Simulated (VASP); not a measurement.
# CaAl4O (P4/mmm) in VASP: further runs, part 2 of 3

VASP 6.6.1. Earlier steps stand in the parts before.

### 3 Single point, PBE

This run uses another cell than the first one, of 20.02 Å³/atom, 1.004 times its volume.

INCAR

```
SYSTEM = CaAl4O
PREC = Accurate
ENCUT = 520
EDIFF = 1E-7
ISMEAR = 0
SIGMA = 0.1
LREAL = .False.
LASPH = .True.
NELM = 100
ALGO = Normal
ISIF = 2
LWAVE = .False.
LCHARG = .False.
GGA = PE
NBANDS = 23
```

KPOINTS

```
Automatic mesh
0
Gamma
  4 4 4
  0 0 0
```

POSCAR

```
CaAl4O
1.0
    3.8982627544      0.0000000000      0.0000000000
    0.0000000000      3.8982627544      0.0000000000
    0.0000000000      0.0000000000      7.9025496329
Ca Al O
1 4 1
Direct
    0.5000000000      0.5000000000      0.5000000000
    0.5000000000      0.0000000000      0.8180824975
    0.0000000000      0.5000000000      0.1819175025
    0.5000000000      0.0000000000      0.1819175025
    0.0000000000      0.5000000000      0.8180824975
    0.0000000000      0.0000000000      0.0000000000
```

Potentials or basis: VASP PAW PBE potentials, release 64 (Ca_sv, Al, O).

Launch:

```bash
> cat potpaw_PBE.64/Ca_sv/POTCAR potpaw_PBE.64/Al/POTCAR potpaw_PBE.64/O/POTCAR > POTCAR
> mpirun -np 1 vasp_std > vasp.out
```

OUTCAR:

```text
SYSTEM = CaAl4O
   PREC = Accurate
   ENCUT = 520
   EDIFF = 1E-7
   ISMEAR = 0
   LREAL = .False.
   LASPH = .True.
   NELM = 100
   ISIF = 2
   GGA = PE

 ion  position               nearest neighbor table
   1  0.500  0.500  0.500-   2 3.18   3 3.18   4 3.18   5 3.18   2 3.18   4 3.18   3 3.18   5 3.18

   2  0.500  0.000  0.818-   6 2.42   6 2.42   5 2.76   5 2.76   5 2.76   5 2.76   4 2.88   1 3.18
                             1 3.18
   3  0.000  0.500  0.182-   6 2.42   6 2.42   4 2.76   4 2.76   4 2.76   4 2.76   5 2.88   1 3.18
                             1 3.18
   4  0.500  0.000  0.182-   6 2.42   6 2.42   3 2.76   3 2.76   3 2.76   3 2.76   2 2.88   1 3.18
                             1 3.18
   5  0.000  0.500  0.818-   6 2.42   6 2.42   2 2.76   2 2.76   2 2.76   2 2.76   3 2.88   1 3.18
                             1 3.18
   6  0.000  0.000  0.000-   2 2.42   3 2.42   4 2.42   5 2.42   3 2.42   5 2.42   2 2.42   4 2.42

  LATTYP: Found a simple tetragonal cell.
 ALAT       =     3.8982627544
 C/A-ratio  =     2.0271977880

  Lattice vectors:

 A1 = (   3.8982627544,   0.0000000000,   0.0000000000)
 A2 = (   0.0000000000,   3.8982627544,   0.0000000000)
 A3 = (   0.0000000000,   0.0000000000,   7.9025496329)

Analysis of symmetry for initial positions (statically):
=====================================================================
 Subroutine PRICEL returns:
 Original cell was already a primitive cell.

 Routine SETGRP: Setting up the symmetry group for a
 simple tetragonal supercell.

 Subroutine GETGRP returns: Found 16 space group operations
 (whereof 16 operations were pure point group operations)
 out of a pool of 16 trial point group operations.

The static configuration has the point symmetry D_4h.

Analysis of symmetry for dynamics (positions and initial velocities):
=====================================================================
 Subroutine PRICEL returns:
 Original cell was already a primitive cell.

 Routine SETGRP: Setting up the symmetry group for a
 simple tetragonal supercell.

 Subroutine GETGRP returns: Found 16 space group operations
 (whereof 16 operations were pure point group operations)
 out of a pool of 16 trial point group operations.

The dynamic configuration has the point symmetry D_4h.

 Subroutine INISYM returns: Found 16 space group operations
 (whereof 16 operations are pure point group operations),
 and found     1 'primitive' translations

----------------------------------------------------------------------------------------

                                     Primitive cell

  volume of cell :     120.0907

  direct lattice vectors                    reciprocal lattice vectors
     3.898262754  0.000000000  0.000000000     0.256524525  0.000000000  0.000000000
     0.000000000  3.898262754  0.000000000     0.000000000  0.256524525  0.000000000
     0.000000000  0.000000000  7.902549633     0.000000000  0.000000000  0.126541439

  length of vectors
     3.898262754  3.898262754  7.902549633     0.256524525  0.256524525  0.126541439

  position of ions in fractional coordinates (direct lattice)
     0.500000000  0.500000000  0.500000000
     0.500000000  0.000000000  0.818082498
     0.000000000  0.500000000  0.181917502
     0.500000000  0.000000000  0.181917502
     0.000000000  0.500000000  0.818082498
     0.000000000  0.000000000  0.000000000

[... 39 lines left out ...]
  0.500000  0.000000  0.000000      2.000000
  0.250000  0.250000  0.000000      4.000000
  0.500000  0.250000  0.000000      4.000000
  0.500000  0.500000  0.000000      1.000000
[... 10 lines left out ...]
  0.500000  0.250000  0.500000      4.000000
  0.500000  0.500000  0.500000      1.000000
   k-points           NKPTS =     18   k-points in BZ     NKDIM =     18   number of bands    NBANDS=     23
   number of dos      NEDOS =    301   number of ions     NIONS =      6
   total plane-waves  NPLWV =  54000
   dimension x,y,z NGX =    30 NGY =   30 NGZ =   60
   dimension x,y,z NGXF=    60 NGYF=   60 NGZF=  120
   ions per type =               1   4   1
   NGX,Y,Z   is equivalent  to a cutoff of  12.79, 12.79, 12.62 a.u.
   NGXF,Y,Z  is equivalent  to a cutoff of  25.59, 25.59, 25.24 a.u.
 SYSTEM =  CaAl4O
   PREC   = accura    normal or accurate (medium, high low for compatibility)
   ISTART =      0    job   : 0-new  1-cont  2-samecut
   ICHARG =      2    charge: 1-file 2-atom 10-const
   ISPIN  =      1    spin polarized calculation?
   LNONCOLLINEAR =      F non collinear calculations
   LSORBIT =      F    spin-orbit coupling
   LASPH  =      T    aspherical Exc in radial PAW
   ENCUT  =  520.0 eV  38.22 Ry    6.18 a.u.   7.25  7.25 14.69*2*pi/ulx,y,z
   NELM   =    100;   NELMIN=  2; NELMDL= -5     # of ELM steps
   EDIFF  = 0.1E-06   stopping-criterion for ELM
   LREAL  =      F    real-space projection
   EDIFFG = 0.1E-05   stopping-criterion for IOM
   NSW    =      0    number of steps for IOM
   IBRION =     -1    ionic relax: 0-MD 1-quasi-New 2-CG
   NFREE  =      0    steps in history (QN), initial steepest desc. (CG)
   ISIF   =      2    stress and relaxation
   ISYM   =      2    0-nonsym 1-usesym 2-fastsym
   POTIM  = 0.5000    time-step for ionic-motion
   TEBEG  =    0.0;   TEEND  =   0.0 temperature during run
   PSTRESS=    0.0 pullay stress
   NELECT =      28.0000    total number of electrons
   NUPDOWN=      -1.0000    fix difference up-down
   EMIN   =  10.00;   EMAX   =-10.00  energy-range for DOS
   EFERMI =   0.00;   METHOD = LEGACY
   ISMEAR =     0;   SIGMA  =   0.10  broadening in eV -4-tet -1-fermi 0-gaus
   EFERMI_NEDOS =   21; number of points for ismear=-14 and -15
   IALGO  =     38    algorithm
   IMIX   =      4    mixing-type and parameters
     AMIX     =   0.40;   BMIX     =  1.00
     AMIX_MAG =   1.60;   BMIX_MAG =  1.00
  volume/ion in A,a.u.               =      20.02       135.07
  Fermi-wavevector in a.u.,A,eV,Ry     =   1.007607  1.904100 13.813603  1.015271
  Thomas-Fermi vector in A             =   2.140422
   LORBIT       =      0    0 simple, 1 ext, 2 COOP (PROOUT), +10 PAW based schemes
   GGA     = PE    functional components
   LHFCALC =     F    Hartree Fock is set to
   AEXX    =    0.0000 exact exchange contribution
   IVDW    =     0    specifies the selected vdW correction
   LEPSILON=     F    determine dielectric tensor
   LRPA    =     F    only Hartree local field effects (RPA)
 non-spin polarized calculation
 Gauss-broadening in eV      SIGMA  =   0.10
  energy-cutoff  :      520.00
  volume of cell :      120.09
 maximum number of plane-waves:      3266
 NGX is ok and might be reduce to    30
   NGX = 15   NGY = 15   NGZ = 29

 number of electron      28.0000003 magnetization

 Free energy of the ion-electron system (eV)
  ---------------------------------------------------
  ext. energy  EPLUGINS =         0.00000000
  ---------------------------------------------------
  free energy    TOTEN  =       -22.98263932 eV

  energy without entropy =      -22.97503546  energy(sigma->0) =      -22.97883739

 E-fermi :   5.1731     XC(G=0):  -9.2768

 val. band max:        5.1573948547   @ k =   0.5000   0.0000   0.2500
 cond. band min:       5.2367275975   @ k =   0.0000   0.0000   0.2500
 fundamental gap:      0.0793327428
 Fermi energy:         5.1731111192

 k-point     1 :       0.0000    0.0000    0.0000
  band No.  band energies     occupation
      1     -35.9583      2.00000
      2     -16.9877      2.00000
      3     -16.9877      2.00000
      4     -16.9575      2.00000
      5     -14.3527      2.00000
      6      -3.0530      2.00000
[... 457 lines left out ...]
     22       8.3111      0.00000
     23       9.6056      0.00000

------------------------ aborting loop because EDIFF is reached ----------------------------------------

  FORCE on cell =-STRESS in cart. coord.  units (eV):
  Direction    XX          YY          ZZ          XY          YZ          ZX
  --------------------------------------------------------------------------------------
  -------------------------------------------------------------------------------------
  Total       -0.0438303     -0.0438303     -0.0253886      0.0000000      0.0000000      0.0000000
  in kB       -0.5847570     -0.5847570     -0.3387188      0.0000000      0.0000000      0.0000000
  external PRESSURE =      -0.5027442 kB  Pullay stress =       0.0000000 kB

 VOLUME and BASIS-vectors are now :
 -----------------------------------------------------------------------------
  energy-cutoff  :      520.00
  volume of cell :      120.09
      direct lattice vectors                 reciprocal lattice vectors
     3.898262754  0.000000000  0.000000000     0.256524525  0.000000000  0.000000000
     0.000000000  3.898262754  0.000000000     0.000000000  0.256524525  0.000000000
     0.000000000  0.000000000  7.902549633     0.000000000  0.000000000  0.126541439

 POSITION                                       TOTAL-FORCE (eV/Angst)
 -----------------------------------------------------------------------------------
      1.94913      1.94913      3.95127         0.000000      0.000000      0.000000
      1.94913      0.00000      6.46494         0.000000     -0.000000      0.003158
      0.00000      1.94913      1.43761         0.000000     -0.000000     -0.003158
      1.94913      0.00000      1.43761        -0.000000      0.000000     -0.003158
      0.00000      1.94913      6.46494        -0.000000     -0.000000      0.003158
      0.00000      0.00000      0.00000         0.000000      0.000000      0.000000
 -----------------------------------------------------------------------------------
    total drift:                                0.000000      0.000000      0.000000

  FREE ENERGIE OF THE ION-ELECTRON SYSTEM (eV)
  ---------------------------------------------------
  free  energy   TOTEN  =       -22.9826393163 eV

  energy  without entropy=      -22.9750354563  energy(sigma->0) =      -22.97883739
```

It took 30 s on 1 thread of Intel Xeon 6975P-C (Granite Rapids), shared host; peak memory 0.24 GiB.

What came out:

```
Free energy            : -22.9826 eV
Pressure               : -0.1 GPa
Largest force          : 0.003 eV/Å
Band gap on the k mesh : zero (band 14 reaches 6.11 eV, above the bottom of band 15 at 3.26 eV)
```

Forces on the atoms (eV/Å):
```
Ca   0.000  0.000  0.000
Al   0.000  0.000  0.003
Al   0.000  0.000 -0.003
Al   0.000  0.000 -0.003
Al   0.000  0.000  0.003
O    0.000  0.000  0.000
```

Levels at points of the mesh, in eV from the Fermi level:
| k point | band 11 | band 12 | band 13 | band 14 | band 15 | band 16 | band 17 | band 18 |
| --- | --- | --- | --- | --- | --- | --- | --- | --- |
| (0.00, 0.00, 0.00) | -3.28 | -0.53 | 0.44 | 0.44 | 1.03 | 1.13 | 1.35 | 1.35 |
| (0.50, 0.00, 0.00) | -3.81 | -2.51 | -0.83 | -0.19 | 1.71 | 1.99 | 2.17 | 2.70 |
| (0.50, 0.50, 0.00) | -3.16 | -2.30 | -2.03 | -1.92 | -1.92 | 0.52 | 1.66 | 1.98 |
| (0.00, 0.00, 0.50) | -2.10 | -0.70 | -0.27 | 0.41 | 0.81 | 0.81 | 0.90 | 0.90 |
| (0.50, 0.00, 0.50) | -3.25 | -2.65 | -0.51 | 0.33 | 1.07 | 1.28 | 2.28 | 2.42 |
| (0.50, 0.50, 0.50) | -3.07 | -2.80 | -2.03 | -2.03 | -1.52 | -0.65 | 1.94 | 1.94 |

Caveat: the k points lie up to 0.40 Å⁻¹ apart.

### 4 Single point, PBE, collinear spin, ferromagnetic start

This run uses another cell than the first one, of 20.02 Å³/atom, 1.004 times its volume.

INCAR

```
PREC     = Accurate       # precision mode
ENCUT    = 520            # plane-wave cutoff, eV
EDIFF    = 1E-7           # SCF threshold, eV
ISMEAR   = 0              # smearing method
SIGMA    = 0.1            # smearing width, eV
LREAL    = F              # projectors in reciprocal space
LASPH    = T              # aspherical terms in the spheres
NELM     = 150            # most SCF steps
ALGO     = Normal         # electronic algorithm
ISIF     = 2              # what is computed and relaxed
LWAVE    = F              # write WAVECAR
LCHARG   = T              # write CHGCAR
ISPIN    = 2              # spin polarisation
MAGMOM   = 0 0 0 0 0 1    # initial moments
LORBIT   = 11             # projections on sites
GGA      = PE             # functional
LELF     = T              # ELF
LVHAR    = T            
NBANDS   = 27             # bands
```

KPOINTS

```
Automatic mesh
0
Gamma
  4 4 2
```

POSCAR is that of step 3.

Potentials or basis: VASP PAW PBE potentials, release 64 (Ca_sv, Al, O).

Launch:

```bash
> cat potpaw_PBE.64/Ca_sv/POTCAR potpaw_PBE.64/Al/POTCAR potpaw_PBE.64/O/POTCAR > POTCAR
> mpirun -np 1 vasp_std > vasp.out
```

OUTCAR:

```text
PREC = Accurate
   ENCUT = 520
   EDIFF = 1E-7
   ISMEAR = 0
   LREAL = F
   LASPH = T
   NELM = 150
   ISIF = 2
   ISPIN = 2
   LORBIT = 11
   GGA = PE

 ion  position               nearest neighbor table
   1  0.500  0.500  0.500-   2 3.18   3 3.18   4 3.18   5 3.18   2 3.18   4 3.18   3 3.18   5 3.18

   2  0.500  0.000  0.818-   6 2.42   6 2.42   5 2.76   5 2.76   5 2.76   5 2.76   4 2.88   1 3.18
                             1 3.18
   3  0.000  0.500  0.182-   6 2.42   6 2.42   4 2.76   4 2.76   4 2.76   4 2.76   5 2.88   1 3.18
                             1 3.18
   4  0.500  0.000  0.182-   6 2.42   6 2.42   3 2.76   3 2.76   3 2.76   3 2.76   2 2.88   1 3.18
                             1 3.18
   5  0.000  0.500  0.818-   6 2.42   6 2.42   2 2.76   2 2.76   2 2.76   2 2.76   3 2.88   1 3.18
                             1 3.18
   6  0.000  0.000  0.000-   2 2.42   3 2.42   4 2.42   5 2.42   3 2.42   5 2.42   2 2.42   4 2.42

  LATTYP: Found a simple tetragonal cell.
 ALAT       =     3.8982627544
 C/A-ratio  =     2.0271977880

  Lattice vectors:

 A1 = (   3.8982627544,   0.0000000000,   0.0000000000)
 A2 = (   0.0000000000,   3.8982627544,   0.0000000000)
 A3 = (   0.0000000000,   0.0000000000,   7.9025496329)

Analysis of symmetry for initial positions (statically):
=====================================================================
 Subroutine PRICEL returns:
 Original cell was already a primitive cell.

 Routine SETGRP: Setting up the symmetry group for a
 simple tetragonal supercell.

 Subroutine GETGRP returns: Found 16 space group operations
 (whereof 16 operations were pure point group operations)
 out of a pool of 16 trial point group operations.

The static configuration has the point symmetry D_4h.

Analysis of symmetry for dynamics (positions and initial velocities):
=====================================================================
 Subroutine PRICEL returns:
 Original cell was already a primitive cell.

 Routine SETGRP: Setting up the symmetry group for a
 simple tetragonal supercell.
[... 176 lines left out ...]
      1     -35.9660      1.00000
      2     -16.9974      1.00000
      3     -16.9974      1.00000
      4     -16.9614      1.00000
      5     -14.3581      1.00000
      6      -3.0570      1.00000
[... 337 lines left out ...]
     25      10.9051      0.00000
     26      10.9051      0.00000
 Fermi energy:         5.0943548064

 spin component 2

 k-point     1 :       0.0000    0.0000    0.0000
  band No.  band energies     occupation
      1     -35.9660      1.00000
      2     -16.9975      1.00000
      3     -16.9975      1.00000
      4     -16.9614      1.00000
      5     -14.3581      1.00000
      6      -3.0570      1.00000
[... 337 lines left out ...]
     25      10.9051      0.00000
     26      10.9051      0.00000
 [bands above 26 left out]

------------------------ aborting loop because EDIFF is reached ----------------------------------------

  FORCE on cell =-STRESS in cart. coord.  units (eV):
  Direction    XX          YY          ZZ          XY          YZ          ZX
  --------------------------------------------------------------------------------------
  -------------------------------------------------------------------------------------
  Total       -0.0366110     -0.0366110     -0.1230078      0.0000000     -0.0000000      0.0000000
  in kB       -0.4884414     -0.4884414     -1.6410958      0.0000000     -0.0000000      0.0000000
  external PRESSURE =      -0.8726595 kB  Pullay stress =       0.0000000 kB

 VOLUME and BASIS-vectors are now :
 -----------------------------------------------------------------------------
  energy-cutoff  :      520.00
  volume of cell :      120.09
      direct lattice vectors                 reciprocal lattice vectors
     3.898262754  0.000000000  0.000000000     0.256524525  0.000000000  0.000000000
     0.000000000  3.898262754  0.000000000     0.000000000  0.256524525  0.000000000
     0.000000000  0.000000000  7.902549633     0.000000000  0.000000000  0.126541439

 POSITION                                       TOTAL-FORCE (eV/Angst)
 -----------------------------------------------------------------------------------
      1.94913      1.94913      3.95127        -0.000000     -0.000000     -0.000000
      1.94913      0.00000      6.46494        -0.000000     -0.000000      0.061056
      0.00000      1.94913      1.43761         0.000000      0.000000     -0.061056
      1.94913      0.00000      1.43761         0.000000      0.000000     -0.061056
      0.00000      1.94913      6.46494         0.000000     -0.000000      0.061056
      0.00000      0.00000      0.00000        -0.000000     -0.000000     -0.000000
 -----------------------------------------------------------------------------------
    total drift:                                0.000000      0.000000      0.000000

  FREE ENERGIE OF THE ION-ELECTRON SYSTEM (eV)
  ---------------------------------------------------
  free  energy   TOTEN  =       -22.9895269321 eV

  energy  without entropy=      -22.9805758021  energy(sigma->0) =      -22.98505137

 total charge

# of ion       s       p       d       tot
------------------------------------------
    1        2.045   5.844   0.273   8.162
    2        0.484   0.286   0.000   0.770
    3        0.484   0.286   0.000   0.770
    4        0.484   0.286   0.000   0.770
    5        0.484   0.286   0.000   0.770
    6        1.624   3.253   0.000   4.877
--------------------------------------------------
tot          5.604  10.240   0.273  16.117

 magnetization (x)

# of ion       s       p       d       tot
------------------------------------------
    1       -0.000  -0.000  -0.000  -0.000
    2       -0.000   0.000   0.000  -0.000
    3       -0.000   0.000   0.000  -0.000
    4       -0.000   0.000   0.000  -0.000
    5       -0.000   0.000   0.000  -0.000
    6        0.000  -0.000   0.000  -0.000
--------------------------------------------------
tot         -0.000  -0.000  -0.000  -0.000
```

stdout:

```text
POSCAR found type information on POSCAR CaAlO
 POSCAR found :  3 types and       6 ions
 scaLAPACK will be used
 LDA part: xc-table for (Slater+PW92), standard interpolation
 POSCAR, INCAR and KPOINTS ok, starting setup
 FFT: planning ... GRIDC
 FFT: planning ... GRID_SOFT
 FFT: planning ... GRID
 WAVECAR not read
 entering main loop
```

Wall time 54 s (1 thread of Intel Xeon 6975P-C (Granite Rapids), shared host); peak memory 0.29 GiB.

Results:

| Quantity | Value |
| --- | --- |
| Free energy | -22.9895 eV |
| Pressure | -0.1 GPa |
| Largest force | 0.061 eV/Å |
| Band gap on the k mesh | zero (filled and empty bands overlap) |
| Net moment | 0.00 μB per cell |
| Valence electrons inside the program's atomic spheres | Ca 8.16; Al 0.77; O 4.88 |

Forces on the atoms (eV/Å):
```
Ca   0.000  0.000  0.000
Al   0.000  0.000  0.061
Al   0.000  0.000 -0.061
Al   0.000  0.000 -0.061
Al   0.000  0.000  0.061
O    0.000  0.000  0.000
```

Caveat: the k points lie up to 0.40 Å⁻¹ apart.

(Part 2 of 3 ends here.)
